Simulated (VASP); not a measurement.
# LuSnRh4 (F-43m) in VASP: single point with r2SCAN

Aim: the single point of LuSnRh4 with r2SCAN.

Program: VASP 6.6.1. These are calculated values, not measurements. Logs are shortened: lines on timing, memory, paths and dates and some standing lists are left out, and cuts for length are marked.

## 1. The cell of the first run

The structure is cubic, space group F-43m (No. 216). The conventional cell has a = 7.305 Å, b = 7.305 Å, c = 7.305 Å, α = 90.00°, β = 90.00°, γ = 90.00°. Lu (site symmetry -43m) has 12 Rh at 3.03 Å and 4 Sn at 3.16 Å within 4.0 Å. Within 4.0 Å of Sn (site symmetry -43m) lie 12 Rh at 3.03 Å and 4 Lu at 3.16 Å. Within 3.4 Å of Rh (site symmetry 3m) lie 6 Rh at 2.56 to 2.60 Å and 3 Sn at 3.03 Å and 3 Lu at 3.03 Å.

## 2. Single point, r2SCAN

Contents of POSCAR:

```
LuSnRh4
1.0
    0.0000000000      3.6527309771      3.6527309771
    3.6527309771      0.0000000000      3.6527309771
    3.6527309771      3.6527309771      0.0000000000
Lu Sn Rh
1 1 4
Direct
    0.0000000000      0.0000000000      0.0000000000
    0.2500000000      0.2500000000      0.2500000000
    0.6240663416      0.6240663416      0.6240663416
    0.1278009751      0.6240663416      0.6240663416
    0.6240663416      0.6240663416      0.1278009751
    0.6240663416      0.1278009751      0.6240663416
```

Contents of INCAR.step1:

```
SYSTEM = LuSnRh4
PREC     = Accurate       ! precision mode
ENCUT    = 520            ! plane-wave cutoff, eV
ISMEAR   = -1             ! smearing method
SIGMA    = 0.0231         ! smearing width, eV
LREAL    = .False.        ! projectors in reciprocal space
LASPH    = .True.         ! aspherical terms in the spheres
NELM     = 60             ! most SCF steps
NBANDS   = 58             ! bands
GGA      = PE             ! functional
ALGO     = Normal         ! electronic algorithm
EDIFF    = 1E-4           ! SCF threshold, eV
LWAVE    = .True.         ! write WAVECAR
LCHARG   = .False.        ! write CHGCAR
```

Contents of INCAR.step2:

```
SYSTEM = LuSnRh4
PREC     = Accurate       ! precision mode
ENCUT    = 520            ! plane-wave cutoff, eV
EDIFF    = 1E-6           ! SCF threshold, eV
ISMEAR   = -1             ! smearing method
SIGMA    = 0.0231         ! smearing width, eV
LREAL    = .False.        ! projectors in reciprocal space
LASPH    = .True.         ! aspherical terms in the spheres
NELM     = 60             ! most SCF steps
ALGO     = Normal         ! electronic algorithm
ISIF     = 2              ! what is computed and relaxed
LWAVE    = .False.        ! write WAVECAR
LCHARG   = .False.        ! write CHGCAR
METAGGA  = R2SCAN         ! meta-GGA
LMIXTAU  = .True.       
NBANDS   = 58             ! bands
ISTART   = 1
```

Contents of KPOINTS:

```
regular mesh
0
Gamma
  8 8 8
  0 0 0
```

Potentials or basis: VASP PAW PBE potentials, release 64 (Lu, Sn_d, Rh_pv).

Run with:

```
> cat potpaw_PBE.64/Lu/POTCAR potpaw_PBE.64/Sn_d/POTCAR potpaw_PBE.64/Rh_pv/POTCAR > POTCAR
> cp INCAR.step1 INCAR
> mpirun -np 1 vasp_std > vasp.out
> cp INCAR.step2 INCAR
> mpirun -np 1 vasp_std > vasp.out
```

OUTCAR:

```text
SYSTEM = LuSnRh4
   PREC = Accurate
   ENCUT = 520
   EDIFF = 1E-6
   ISMEAR = -1
   LREAL = .False.
   LASPH = .True.
   NELM = 60
   ISIF = 2
   METAGGA = R2SCAN
   ISTART = 1

 ion  position               nearest neighbor table
   1  0.000  0.000  0.000-   5 3.03   5 3.03   4 3.03   6 3.03   4 3.03   6 3.03   3 3.03   3 3.03
                             3 3.03   4 3.03   5 3.03   6 3.03   2 3.16   2 3.16   2 3.16   2 3.16
   2  0.250  0.250  0.250-   4 3.03   5 3.03   6 3.03   3 3.03   3 3.03   3 3.03   4 3.03   4 3.03
                             5 3.03   6 3.03   5 3.03   6 3.03   1 3.16   1 3.16   1 3.16   1 3.16
   3  0.624  0.624  0.624-   4 2.56   5 2.56   6 2.56   4 2.60   6 2.60   5 2.60   2 3.03   2 3.03
                             2 3.03   1 3.03   1 3.03   1 3.03
   4  0.128  0.624  0.624-   3 2.56   5 2.56   6 2.56   6 2.60   5 2.60   3 2.60   2 3.03   2 3.03
                             2 3.03   1 3.03   1 3.03   1 3.03
   5  0.624  0.624  0.128-   3 2.56   4 2.56   6 2.56   6 2.60   4 2.60   3 2.60   2 3.03   2 3.03
                             2 3.03   1 3.03   1 3.03   1 3.03
   6  0.624  0.128  0.624-   3 2.56   4 2.56   5 2.56   4 2.60   5 2.60   3 2.60   2 3.03   2 3.03
                             2 3.03   1 3.03   1 3.03   1 3.03

  LATTYP: Found a face centered cubic cell.
 ALAT       =     7.3054619542

  Lattice vectors:

 A1 = (   0.0000000000,   3.6527309771,   3.6527309771)
 A2 = (   3.6527309771,   0.0000000000,   3.6527309771)
 A3 = (   3.6527309771,   3.6527309771,   0.0000000000)

Analysis of symmetry for initial positions (statically):
=====================================================================
 Subroutine PRICEL returns:
 Original cell was already a primitive cell.

 Routine SETGRP: Setting up the symmetry group for a
 face centered cubic supercell.

 Subroutine GETGRP returns: Found 24 space group operations
 (whereof 24 operations were pure point group operations)
 out of a pool of 48 trial point group operations.

The static configuration has the point symmetry T_d .

Analysis of symmetry for dynamics (positions and initial velocities):
=====================================================================
 Subroutine PRICEL returns:
 Original cell was already a primitive cell.

 Routine SETGRP: Setting up the symmetry group for a
 face centered cubic supercell.

 Subroutine GETGRP returns: Found 24 space group operations
 (whereof 24 operations were pure point group operations)
 out of a pool of 48 trial point group operations.

The dynamic configuration has the point symmetry T_d .

 Subroutine INISYM returns: Found 24 space group operations
 (whereof 24 operations are pure point group operations),
 and found     1 'primitive' translations

----------------------------------------------------------------------------------------

                                     Primitive cell

  volume of cell :      97.4727

  direct lattice vectors                    reciprocal lattice vectors
     0.000000000  3.652730977  3.652730977    -0.136883883  0.136883883  0.136883883
     3.652730977  0.000000000  3.652730977     0.136883883 -0.136883883  0.136883883
     3.652730977  3.652730977  0.000000000     0.136883883  0.136883883 -0.136883883

  length of vectors
     5.165741688  5.165741688  5.165741688     0.237089840  0.237089840  0.237089840

  position of ions in fractional coordinates (direct lattice)
     0.000000000  0.000000000  0.000000000
     0.250000000  0.250000000  0.250000000
     0.624066342  0.624066342  0.624066342
     0.127800975  0.624066342  0.624066342
     0.624066342  0.624066342  0.127800975
     0.624066342  0.127800975  0.624066342

  ion indices of the primitive-cell ions
   primitive index   ion index
                 1           1
                 2           2
                 3           3
                 4           4
                 5           5
                 6           6

----------------------------------------------------------------------------------------

 KPOINTS: regular mesh

Automatic generation of k-mesh.
 Grid dimensions read from file:
 generate k-points for:    8    8    8

 Generating k-lattice:

  Cartesian coordinates                     Fractional coordinates (reciprocal lattice)
    -0.017110485  0.017110485  0.017110485     0.125000000  0.000000000  0.000000000
     0.017110485 -0.017110485  0.017110485     0.000000000  0.125000000  0.000000000
     0.017110485  0.017110485 -0.017110485     0.000000000  0.000000000  0.125000000

  Length of vectors
     0.029636230  0.029636230  0.029636230

  Shift w.r.t. Gamma in fractional coordinates (k-lattice)
     0.000000000  0.000000000  0.000000000

 Subroutine IBZKPT returns following result:
 ===========================================

 Found     29 irreducible k-points:

 Following reciprocal coordinates:
            Coordinates               Weight
  0.000000  0.000000  0.000000      1.000000
  0.125000  0.000000  0.000000      8.000000
  0.250000  0.000000  0.000000      8.000000
  0.375000  0.000000  0.000000      8.000000
  0.500000  0.000000  0.000000      4.000000
  0.125000  0.125000  0.000000      6.000000
[... 16 lines left out ...]
  0.500000  0.250000  0.125000     48.000000
 -0.375000  0.250000  0.125000     24.000000
 [... further k-points ...]
   k-points           NKPTS =     29   k-points in BZ     NKDIM =     29   number of bands    NBANDS=     58
   number of dos      NEDOS =    301   number of ions     NIONS =      6
   total plane-waves  NPLWV =  64000
   dimension x,y,z NGX =    40 NGY =   40 NGZ =   40
   dimension x,y,z NGXF=    80 NGYF=   80 NGZF=   80
   ions per type =               1   1   4
   NGX,Y,Z   is equivalent  to a cutoff of  12.87, 12.87, 12.87 a.u.
   NGXF,Y,Z  is equivalent  to a cutoff of  25.75, 25.75, 25.75 a.u.
 SYSTEM =  LuSnRh4
   PREC   = accura    normal or accurate (medium, high low for compatibility)
   ISTART =      1    job   : 0-new  1-cont  2-samecut
   ICHARG =      0    charge: 1-file 2-atom 10-const
   ISPIN  =      1    spin polarized calculation?
   LNONCOLLINEAR =      F non collinear calculations
   LSORBIT =      F    spin-orbit coupling
   LASPH  =      T    aspherical Exc in radial PAW
   ENCUT  =  520.0 eV  38.22 Ry    6.18 a.u.   9.60  9.60  9.60*2*pi/ulx,y,z
   NELM   =     60;   NELMIN=  2; NELMDL=  0     # of ELM steps
   EDIFF  = 0.1E-05   stopping-criterion for ELM
   LREAL  =      F    real-space projection
   EDIFFG = 0.1E-04   stopping-criterion for IOM
   NSW    =      0    number of steps for IOM
   IBRION =     -1    ionic relax: 0-MD 1-quasi-New 2-CG
   NFREE  =      0    steps in history (QN), initial steepest desc. (CG)
   ISIF   =      2    stress and relaxation
   ISYM   =      2    0-nonsym 1-usesym 2-fastsym
   POTIM  = 0.5000    time-step for ionic-motion
   TEBEG  =    0.0;   TEEND  =   0.0 temperature during run
   PSTRESS=    0.0 pullay stress
   NELECT =      99.0000    total number of electrons
   NUPDOWN=      -1.0000    fix difference up-down
   EMIN   =  10.00;   EMAX   =-10.00  energy-range for DOS
   EFERMI =   0.00;   METHOD = LEGACY
   ISMEAR =    -1;   SIGMA  =   0.02  broadening in eV -4-tet -1-fermi 0-gaus
   EFERMI_NEDOS =   21; number of points for ismear=-14 and -15
   IALGO  =     38    algorithm
   IMIX   =      4    mixing-type and parameters
     AMIX     =   0.40;   BMIX     =  1.00
     AMIX_MAG =   1.60;   BMIX_MAG =  1.00
  volume/ion in A,a.u.               =      16.25       109.63
  Fermi-wavevector in a.u.,A,eV,Ry     =   1.645605  3.109742 36.844783  2.708015
  Thomas-Fermi vector in A             =   2.735374
   LORBIT       =      0    0 simple, 1 ext, 2 COOP (PROOUT), +10 PAW based schemes
   METAGGA = R2SCAN    functional components
   LHFCALC =     F    Hartree Fock is set to
   AEXX    =    0.0000 exact exchange contribution
   IVDW    =     0    specifies the selected vdW correction
   LEPSILON=     F    determine dielectric tensor
   LRPA    =     F    only Hartree local field effects (RPA)
 non-spin polarized calculation
  energy-cutoff  :      520.00
  volume of cell :       97.47
 maximum number of plane-waves:      2685
 NGX is ok and might be reduce to    40
   NGX = 19   NGY = 19   NGZ = 19

 number of electron      99.0000006 magnetization

 Free energy of the ion-electron system (eV)
  ---------------------------------------------------
  ext. energy  EPLUGINS =         0.00000000
  ---------------------------------------------------
  free energy    TOTEN  =      -162.17298325 eV

  energy without entropy =     -162.16339811  energy(sigma->0) =     -162.16819068

 E-fermi :   9.7173     XC(G=0): -14.2415

 val. band max:        9.7146287253   @ k =  -0.3750   0.3750   0.0000
 cond. band min:       9.7218023045   @ k =  -0.2500   0.5000   0.2500
 fundamental gap:      0.0071735792
 Fermi energy:         9.7173493193

 k-point     1 :       0.0000    0.0000    0.0000
  band No.  band energies     occupation
      1     -47.6601      2.00000
      2     -38.6773      2.00000
      3     -38.1159      2.00000
      4     -38.1159      2.00000
      5     -38.1159      2.00000
      6     -37.9192      2.00000
[... 50 lines left out ...]
     57      14.9554      0.00000
     58      14.9555      0.00000

 k-point     2 :       0.1250    0.0000    0.0000
  band No.  band energies     occupation
      1     -47.6601      2.00000
      2     -38.6540      2.00000
      3     -38.1117      2.00000
      4     -38.1054      2.00000
      5     -38.1054      2.00000
      6     -37.9137      2.00000
[... 50 lines left out ...]
     57      14.6297      0.00000
     58      14.7530      0.00000

 k-point     3 :       0.2500    0.0000    0.0000
  band No.  band energies     occupation
      1     -47.6602      2.00000
      2     -38.5934      2.00000
      3     -38.0964      2.00000
      4     -38.0801      2.00000
      5     -38.0801      2.00000
      6     -37.8939      2.00000
[... 1216 lines left out ...]
      3     -38.1348      2.00000
      4     -38.0128      2.00000
      5     -38.0044      2.00000
      6     -37.8769      2.00000
[... 50 lines left out ...]
     57      14.0401      0.00000
     58      14.1819      0.00000

 k-point    24 :      -0.3750    0.2500    0.1250
  band No.  band energies     occupation
      1     -47.6604      2.00000
      2     -38.4308      2.00000
      3     -38.1388      2.00000
      4     -38.0018      2.00000
      5     -37.9892      2.00000
      6     -37.8892      2.00000
[... 50 lines left out ...]
     57      14.1393      0.00000
     58      14.2443      0.00000

 [... further k-points ...]
[... 5 lines left out ...]
  --------------------------------------------------------------------------------------
  -------------------------------------------------------------------------------------
  Total        3.6039245      3.6039245      3.6039245      0.0000000     -0.0000000      0.0000000
  in kB       59.2383853     59.2383853     59.2383853      0.0000000     -0.0000000      0.0000000
  external PRESSURE =      59.2383853 kB  Pullay stress =       0.0000000 kB

 VOLUME and BASIS-vectors are now :
 -----------------------------------------------------------------------------
  energy-cutoff  :      520.00
  volume of cell :       97.47
      direct lattice vectors                 reciprocal lattice vectors
     0.000000000  3.652730977  3.652730977    -0.136883883  0.136883883  0.136883883
     3.652730977  0.000000000  3.652730977     0.136883883 -0.136883883  0.136883883
     3.652730977  3.652730977  0.000000000     0.136883883  0.136883883 -0.136883883

 POSITION                                       TOTAL-FORCE (eV/Angst)
 -----------------------------------------------------------------------------------
      0.00000      0.00000      0.00000        -0.000000      0.000000      0.000000
      1.82637      1.82637      1.82637        -0.000000      0.000000      0.000000
      4.55909      4.55909      4.55909         0.011421      0.011421      0.011421
      4.55909      2.74637      2.74637         0.011421     -0.011421     -0.011421
      2.74637      2.74637      4.55909        -0.011421     -0.011421      0.011421
      2.74637      4.55909      2.74637        -0.011421      0.011421     -0.011421
 -----------------------------------------------------------------------------------
    total drift:                                0.000001      0.000001      0.000001

  FREE ENERGIE OF THE ION-ELECTRON SYSTEM (eV)
  ---------------------------------------------------
  free  energy   TOTEN  =      -162.1729832491 eV

  energy  without entropy=     -162.1633981091  energy(sigma->0) =     -162.16819068
```

It took 15 min on 1 thread of AMD EPYC 7R43 (Zen 3), shared host; peak memory 0.34 GiB.

What came out:

```yaml
Free_energy: -162.1730 eV
Pressure: 5.9 GPa
Largest_force: 0.020 eV/Å
Band_gap_on_the_k_mesh: zero (an odd number of electrons rules out a gap without spin polarisation)
```

Forces in eV/Å, atoms in the order of the input:
```
Lu   0.000  0.000  0.000
Sn   0.000  0.000  0.000
Rh   0.011  0.011  0.011
Rh   0.011 -0.011 -0.011
Rh  -0.011 -0.011  0.011
Rh  -0.011  0.011 -0.011
```

Caveat: the cell stands under pressure; the PAW data sets were made with another functional, which shifts forces and pressure a little; spin-orbit coupling is left out, which moves the levels of the heavy elements.
